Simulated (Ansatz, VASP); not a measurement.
**HCl: VASP beside Ansatz**

```xyz
2
Lattice="0.0000 2.2284 2.2284 2.2284 0.0000 2.2284 2.2284 2.2284 0.0000" Properties=species:S:1:pos:R:3 pbc="T T T"
H     0.0000    0.0000    0.0000
Cl    2.2284    2.2284    2.2284
```

Alike in both runs: functional PBEsol; k mesh 6 × 6 × 6; occupations gaussian, width 0.1 eV; no spin polarisation.

Ansatz relaxed the structure, and its values are those at the end. VASP's run is a single point on that final structure, the one shown.

|  | VASP | Ansatz |
| --- | --- | --- |
| version | VASP 6.6.1 | Ansatz 0.2.0 |
| potentials or method | VASP PAW PBE potentials, release 64 (H, Cl), cutoff 520 eV | scalar-relativistic, plane waves, PAW |
| valence electrons in the cell | 8 | 8 |

Ansatz gave:

- gap on the k mesh at the Fermi level (eV): none
- pressure (GPa): 0.0

Q: Estimate VASP's values.

A: gap on the k mesh at the Fermi level (eV): none; pressure (GPa): -0.1.

VASP's potentials were made for PBE, not for PBEsol. A gap of «none» marks a metal or a gap that the smearing closes.

The k mesh is coarse, so the values compare programs but aren't converged.
